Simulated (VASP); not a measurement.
# PbS in VASP: a series of runs, part 2 of 2

VASP 6.6.1. Earlier steps stand in the parts before.

### 3 Electric field gradients, PBE (xy shear strain of -3 %)

The input, INCAR:

```
ALGO = Normal
EDIFF = 1E-8
ENCUT = 520
GGA = PE
ISIF = 2
ISMEAR = -1
LASPH = T
LCHARG = F
LEFG = T
LREAL = F
LWAVE = F
NBANDS = 17
NELM = 80
PREC = Accurate
SIGMA = 0.01
```

The input, KPOINTS:

```
k-points
0
Gamma
  7 7 7
```

The input, POSCAR:

```
PbS
1.0
   -0.0444750000      2.9650000000      2.9650000000
    2.9650000000     -0.0444750000      2.9650000000
    2.9205250000      2.9205250000      0.0000000000
Pb S
1 1
Direct
    0.0000000000      0.0000000000      0.0000000000
    0.5000000000      0.5000000000      0.5000000000
```

Potentials or basis: VASP PAW PBE potentials, release 64 (Pb_d, S).

On the command line:

```sh
$ cat potpaw_PBE.64/Pb_d/POTCAR potpaw_PBE.64/S/POTCAR > POTCAR
$ mpirun -np 1 vasp_std > vasp.out
```

OUTCAR:

```text
EDIFF = 1E-8
   ENCUT = 520
   GGA = PE
   ISIF = 2
   ISMEAR = -1
   LASPH = T
   LREAL = F
   NELM = 80
   PREC = Accurate

 ion  position               nearest neighbor table
   1  0.000  0.000  0.000-   2 2.96   2 2.96   2 2.97   2 2.97   2 2.97   2 2.97
   2  0.500  0.500  0.500-   1 2.96   1 2.96   1 2.97   1 2.97   1 2.97   1 2.97

  LATTYP: Found a body centered orthorhombic cell.
 ALAT       =     4.1302460642
 B/A-ratio  =     1.0304568528
 C/A-ratio  =     1.4357498095

  Lattice vectors:

 A1 = (   0.0444750000,  -2.9650000000,  -2.9650000000)
 A2 = (  -0.0444750000,   2.9650000000,  -2.9650000000)
 A3 = (   2.9650000000,  -0.0444750000,   2.9650000000)

Analysis of symmetry for initial positions (statically):
=====================================================================
 Subroutine PRICEL returns:
 Original cell was already a primitive cell.

 Routine SETGRP: Setting up the symmetry group for a
 body centered orthorhombic supercell.

 Subroutine GETGRP returns: Found  8 space group operations
 (whereof  8 operations were pure point group operations)
 out of a pool of  8 trial point group operations.

The static configuration has the point symmetry D_2h.

Analysis of symmetry for dynamics (positions and initial velocities):
=====================================================================
 Subroutine PRICEL returns:
 Original cell was already a primitive cell.

 Routine SETGRP: Setting up the symmetry group for a
 body centered orthorhombic supercell.

 Subroutine GETGRP returns: Found  8 space group operations
 (whereof  8 operations were pure point group operations)
 out of a pool of  8 trial point group operations.

[... 150 lines left out ...]
 cond. band min:       6.4435279523   @ k =   0.0000   0.0000   0.4286
 fundamental gap:      0.8195245338
 Fermi energy:         5.8262467302

 k-point     1 :       0.0000    0.0000    0.0000
  band No.  band energies     occupation
      1     -10.9986      2.00000
      2     -10.9952      2.00000
      3     -10.9925      2.00000
      4     -10.9775      2.00000
      5     -10.9738      2.00000
      6      -7.7715      2.00000
[... 457 lines left out ...]
      4     -10.9739      2.00000
      5     -10.9572      2.00000
      6      -7.1564      2.00000
[... 9 lines left out ...]
     16      14.7672      0.00000
     17      16.8359      0.00000

 [... further k-points ...]
[... 5 lines left out ...]
  --------------------------------------------------------------------------------------
  -------------------------------------------------------------------------------------
  Total        0.7026465      0.7026465      0.6952501      0.1891012      0.0000000      0.0000000
  in kB       21.5993715     21.5993715     21.3720066      5.8129760      0.0000000      0.0000000
  external PRESSURE =      21.5235832 kB  Pullay stress =       0.0000000 kB

 VOLUME and BASIS-vectors are now :
 -----------------------------------------------------------------------------
  energy-cutoff  :      520.00
  volume of cell :       52.12
      direct lattice vectors                 reciprocal lattice vectors
    -0.044475000  2.965000000  2.965000000    -0.166141935  0.166141935  0.168634064
     2.965000000 -0.044475000  2.965000000     0.166141935 -0.166141935  0.168634064
     2.920525000  2.920525000  0.000000000     0.171202096  0.171202096 -0.168634064

 POSITION                                       TOTAL-FORCE (eV/Angst)
 -----------------------------------------------------------------------------------
      0.00000      0.00000      0.00000         0.000000      0.000000     -0.000000
      2.92053      2.92053      2.96500        -0.000000     -0.000000      0.000000
 -----------------------------------------------------------------------------------
    total drift:                                0.000000     -0.000000     -0.000000

  FREE ENERGIE OF THE ION-ELECTRON SYSTEM (eV)
  ---------------------------------------------------
  free  energy   TOTEN  =        -8.7542573947 eV

  energy  without entropy=       -8.7542573947  energy(sigma->0) =       -8.75425739

 Electric field gradients (V/A^2)
---------------------------------------------------------------------
 ion       V_xx      V_yy      V_zz      V_xy      V_xz      V_yz
---------------------------------------------------------------------
   1       0.230     0.230    -0.460     3.221    -0.001    -0.001
   2      -0.056    -0.056     0.112    -4.460    -0.000    -0.000
---------------------------------------------------------------------

 Electric field gradients after diagonalization (V/A^2)
 (convention: |V_zz| > |V_xx| > |V_yy|)
----------------------------------------------------------------------
 ion       V_xx      V_yy      V_zz     asymmetry (V_yy - V_xx)/ V_zz
----------------------------------------------------------------------
   1      -2.991    -0.460     3.451       0.734
   2       4.404     0.112    -4.516       0.950
----------------------------------------------------------------------

           NMR quadrupolar parameters

 Cq : quadrupolar parameter    Cq=e*Q*V_zz/h
 eta: asymmetry parameters     (V_yy - V_xx)/ V_zz
 Q  : nuclear electric quadrupole moment in mb (millibarn)
----------------------------------------------------------------------
 ion       Cq(MHz)       eta       Q (mb)
----------------------------------------------------------------------
   1       0.008       0.734       1.000
   2      -0.011       0.950       1.000
----------------------------------------------------------------------
```

OSZICAR:

```text
N       E                     dE             d eps       ncg     rms          rms(c)
DAV:   1     0.160352393156E+03    0.16035E+03   -0.96876E+03  2192   0.124E+03
DAV:   2     0.281950686957E+01   -0.15753E+03   -0.15184E+03  2366   0.317E+02
DAV:   3    -0.893145647876E+01   -0.11751E+02   -0.11640E+02  2807   0.918E+01
DAV:   4    -0.922537489284E+01   -0.29392E+00   -0.29363E+00  2819   0.158E+01
DAV:   5    -0.923654409191E+01   -0.11169E-01   -0.11168E-01  3227   0.299E+00    0.465E+00
DAV:   6    -0.875046736173E+01    0.48608E+00   -0.13760E+00  3404   0.800E+00    0.329E+00
DAV:   7    -0.875102208657E+01   -0.55472E-03   -0.14413E-01  2657   0.190E+00    0.187E+00
DAV:   8    -0.875453590143E+01   -0.35138E-02   -0.16106E-02  2573   0.136E+00    0.240E-01
DAV:   9    -0.875407287086E+01    0.46303E-03   -0.33514E-03  3503   0.502E-01    0.847E-02
DAV:  10    -0.875424663800E+01   -0.17377E-03   -0.36316E-04  2483   0.114E-01    0.513E-02
DAV:  11    -0.875425654136E+01   -0.99034E-05   -0.57116E-05  3071   0.815E-02    0.177E-02
DAV:  12    -0.875425729811E+01   -0.75675E-06   -0.39678E-06  2809   0.207E-02    0.331E-03
DAV:  13    -0.875425730559E+01   -0.74792E-08   -0.21921E-07  2926   0.393E-03    0.141E-03
DAV:  14    -0.875425736559E+01   -0.60004E-07   -0.12115E-07  2528   0.189E-03    0.757E-04
DAV:  15    -0.875425738174E+01   -0.16147E-07   -0.28339E-09  2487   0.748E-04    0.214E-04
DAV:  16    -0.875425739370E+01   -0.11960E-07   -0.78975E-10  1544   0.212E-04    0.868E-05
DAV:  17    -0.875425739475E+01   -0.10452E-08   -0.11721E-10  1477   0.150E-04
   1 F= -.87542574E+01 E0= -.87542574E+01  d E =-.815327E-11
```

Wall time 1.9 min (1 thread of Intel Xeon 6975P-C, shared host); peak memory 0.21 GiB.

What came out:

```yaml
Free_energy: -8.7543 eV
Pressure: 2.2 GPa
Band_gap_on_the_k_mesh: 0.82 eV, indirect (least direct gap 0.92 eV)
```

Stress tensor (GPa, compression positive):
```
2.16 0.58 0.00
0.58 2.16 0.00
0.00 0.00 2.14
```

Electric field gradients, principal values (V/Å²):
```csv
atom,least,middle,greatest (by size)
1 Pb,-0.460,-2.991,3.451
2 S,0.112,4.404,-4.516
```

Caveat: the cell differs from its parent crystal (xy shear strain of -3 %); without QUAD_EFG the Cq values of the log hold for a quadrupole moment of 1 mb, not for the nuclei; spin-orbit coupling is left out, which moves the levels of the heavy elements. A k mesh can miss the band edges.

### 4 Electric field gradients, PBE (xy shear strain of -3 %)

The input, INCAR:

```
SYSTEM = PbS
PREC = Accurate ; ENCUT = 520
EDIFF = 1E-8 ; ISMEAR = -1
SIGMA = 0.01 ; LREAL = .False.
LASPH = .True. ; NELM = 60
ALGO = Normal ; ISIF = 2
LWAVE = .False. ; LCHARG = .False.
GGA = PE ; LEFG = .True.
NBANDS = 17
```

The input, KPOINTS:

```
Automatic mesh
0
Gamma
  7 7 7
  0 0 0
```

POSCAR is that of step 3.

Potentials or basis: VASP PAW PBE potentials, release 64 (Pb_d, S).

On the command line:

```sh
$ cat potpaw_PBE.64/Pb_d/POTCAR potpaw_PBE.64/S/POTCAR > POTCAR
$ mpirun -np 1 vasp_std > vasp.out
```

OUTCAR:

```text
SYSTEM = PbS
   PREC = Accurate
   ENCUT = 520
   EDIFF = 1E-8
   ISMEAR = -1
   LREAL = .False.
   LASPH = .True.
   NELM = 60
   ISIF = 2
   GGA = PE

 ion  position               nearest neighbor table
   1  0.000  0.000  0.000-   2 2.96   2 2.96   2 2.97   2 2.97   2 2.97   2 2.97
   2  0.500  0.500  0.500-   1 2.96   1 2.96   1 2.97   1 2.97   1 2.97   1 2.97

  LATTYP: Found a body centered orthorhombic cell.
 ALAT       =     4.1302460642
 B/A-ratio  =     1.0304568528
 C/A-ratio  =     1.4357498095

  Lattice vectors:

 A1 = (   0.0444750000,  -2.9650000000,  -2.9650000000)
 A2 = (  -0.0444750000,   2.9650000000,  -2.9650000000)
 A3 = (   2.9650000000,  -0.0444750000,   2.9650000000)

Analysis of symmetry for initial positions (statically):
=====================================================================
 Subroutine PRICEL returns:
 Original cell was already a primitive cell.

 Routine SETGRP: Setting up the symmetry group for a
 body centered orthorhombic supercell.

 Subroutine GETGRP returns: Found  8 space group operations
 (whereof  8 operations were pure point group operations)
 out of a pool of  8 trial point group operations.

The static configuration has the point symmetry D_2h.

Analysis of symmetry for dynamics (positions and initial velocities):
=====================================================================
 Subroutine PRICEL returns:
 Original cell was already a primitive cell.

 Routine SETGRP: Setting up the symmetry group for a
 body centered orthorhombic supercell.

 Subroutine GETGRP returns: Found  8 space group operations
 (whereof  8 operations were pure point group operations)
 out of a pool of  8 trial point group operations.

The dynamic configuration has the point symmetry D_2h.

 Subroutine INISYM returns: Found  8 space group operations
[... 150 lines left out ...]

 k-point     1 :       0.0000    0.0000    0.0000
  band No.  band energies     occupation
      1     -10.9986      2.00000
      2     -10.9952      2.00000
      3     -10.9925      2.00000
      4     -10.9775      2.00000
      5     -10.9738      2.00000
      6      -7.7715      2.00000
[... 457 lines left out ...]
      4     -10.9739      2.00000
      5     -10.9572      2.00000
      6      -7.1564      2.00000
[... 9 lines left out ...]
     16      14.7672      0.00000
     17      16.8359      0.00000

 [... further k-points ...]
[... 5 lines left out ...]
  --------------------------------------------------------------------------------------
  -------------------------------------------------------------------------------------
  Total        0.7026465      0.7026465      0.6952501      0.1891012      0.0000000      0.0000000
  in kB       21.5993715     21.5993715     21.3720066      5.8129760      0.0000000      0.0000000
  external PRESSURE =      21.5235832 kB  Pullay stress =       0.0000000 kB

 VOLUME and BASIS-vectors are now :
 -----------------------------------------------------------------------------
  energy-cutoff  :      520.00
  volume of cell :       52.12
      direct lattice vectors                 reciprocal lattice vectors
    -0.044475000  2.965000000  2.965000000    -0.166141935  0.166141935  0.168634064
     2.965000000 -0.044475000  2.965000000     0.166141935 -0.166141935  0.168634064
     2.920525000  2.920525000  0.000000000     0.171202096  0.171202096 -0.168634064

 POSITION                                       TOTAL-FORCE (eV/Angst)
 -----------------------------------------------------------------------------------
      0.00000      0.00000      0.00000         0.000000      0.000000     -0.000000
      2.92053      2.92053      2.96500        -0.000000     -0.000000      0.000000
 -----------------------------------------------------------------------------------
    total drift:                                0.000000     -0.000000     -0.000000

  FREE ENERGIE OF THE ION-ELECTRON SYSTEM (eV)
  ---------------------------------------------------
  free  energy   TOTEN  =        -8.7542573947 eV

  energy  without entropy=       -8.7542573947  energy(sigma->0) =       -8.75425739

 Electric field gradients (V/A^2)
---------------------------------------------------------------------
 ion       V_xx      V_yy      V_zz      V_xy      V_xz      V_yz
---------------------------------------------------------------------
   1       0.230     0.230    -0.460     3.221    -0.001    -0.001
   2      -0.056    -0.056     0.112    -4.460    -0.000    -0.000
---------------------------------------------------------------------

 Electric field gradients after diagonalization (V/A^2)
 (convention: |V_zz| > |V_xx| > |V_yy|)
----------------------------------------------------------------------
 ion       V_xx      V_yy      V_zz     asymmetry (V_yy - V_xx)/ V_zz
----------------------------------------------------------------------
   1      -2.991    -0.460     3.451       0.734
   2       4.404     0.112    -4.516       0.950
----------------------------------------------------------------------

           NMR quadrupolar parameters

 Cq : quadrupolar parameter    Cq=e*Q*V_zz/h
 eta: asymmetry parameters     (V_yy - V_xx)/ V_zz
 Q  : nuclear electric quadrupole moment in mb (millibarn)
----------------------------------------------------------------------
 ion       Cq(MHz)       eta       Q (mb)
----------------------------------------------------------------------
   1       0.008       0.734       1.000
   2      -0.011       0.950       1.000
----------------------------------------------------------------------
```

OSZICAR:

```text
N       E                     dE             d eps       ncg     rms          rms(c)
DAV:   1     0.160352393156E+03    0.16035E+03   -0.96876E+03  2192   0.124E+03
DAV:   2     0.281950686957E+01   -0.15753E+03   -0.15184E+03  2366   0.317E+02
DAV:   3    -0.893145647876E+01   -0.11751E+02   -0.11640E+02  2807   0.918E+01
DAV:   4    -0.922537489284E+01   -0.29392E+00   -0.29363E+00  2819   0.158E+01
DAV:   5    -0.923654409191E+01   -0.11169E-01   -0.11168E-01  3227   0.299E+00    0.465E+00
DAV:   6    -0.875046736173E+01    0.48608E+00   -0.13760E+00  3404   0.800E+00    0.329E+00
DAV:   7    -0.875102208657E+01   -0.55472E-03   -0.14413E-01  2657   0.190E+00    0.187E+00
DAV:   8    -0.875453590143E+01   -0.35138E-02   -0.16106E-02  2573   0.136E+00    0.240E-01
DAV:   9    -0.875407287086E+01    0.46303E-03   -0.33514E-03  3503   0.502E-01    0.847E-02
DAV:  10    -0.875424663800E+01   -0.17377E-03   -0.36316E-04  2483   0.114E-01    0.513E-02
DAV:  11    -0.875425654136E+01   -0.99034E-05   -0.57116E-05  3071   0.815E-02    0.177E-02
DAV:  12    -0.875425729811E+01   -0.75675E-06   -0.39678E-06  2809   0.207E-02    0.331E-03
DAV:  13    -0.875425730559E+01   -0.74792E-08   -0.21921E-07  2926   0.393E-03    0.141E-03
DAV:  14    -0.875425736559E+01   -0.60004E-07   -0.12115E-07  2528   0.189E-03    0.757E-04
DAV:  15    -0.875425738174E+01   -0.16147E-07   -0.28339E-09  2487   0.748E-04    0.214E-04
DAV:  16    -0.875425739370E+01   -0.11960E-07   -0.78975E-10  1544   0.212E-04    0.868E-05
DAV:  17    -0.875425739475E+01   -0.10452E-08   -0.11721E-10  1477   0.150E-04
   1 F= -.87542574E+01 E0= -.87542574E+01  d E =-.815327E-11
```

stdout:

```text
POSCAR found type information on POSCAR PbS
 POSCAR found :  2 types and       2 ions
 scaLAPACK will be used
 LDA part: xc-table for (Slater+PW92), standard interpolation
 POSCAR, INCAR and KPOINTS ok, starting setup
 FFT: planning ... GRIDC
 FFT: planning ... GRID_SOFT
 FFT: planning ... GRID
 WAVECAR not read
 entering main loop
ion   1

ion   2
```

It took 2 min on 1 thread of Intel Xeon 6975P-C, shared host; peak memory 0.21 GiB.

What came out:

```yaml
Free_energy: -8.7543 eV
Pressure: 2.2 GPa
Band_gap_on_the_k_mesh: 0.82 eV, indirect (least direct gap 0.92 eV)
```

Stress tensor (GPa, compression positive):
```
2.16 0.58 0.00
0.58 2.16 0.00
0.00 0.00 2.14
```

Electric field gradients, principal values (V/Å²):
| atom | least | middle | greatest (by size) |
| --- | --- | --- | --- |
| 1 Pb | -0.460 | -2.991 | 3.451 |
| 2 S | 0.112 | 4.404 | -4.516 |

Caveat: the cell differs from its parent crystal (xy shear strain of -3 %); without QUAD_EFG the Cq values of the log hold for a quadrupole moment of 1 mb, not for the nuclei; spin-orbit coupling is left out, which moves the levels of the heavy elements. A k mesh can miss the band edges.
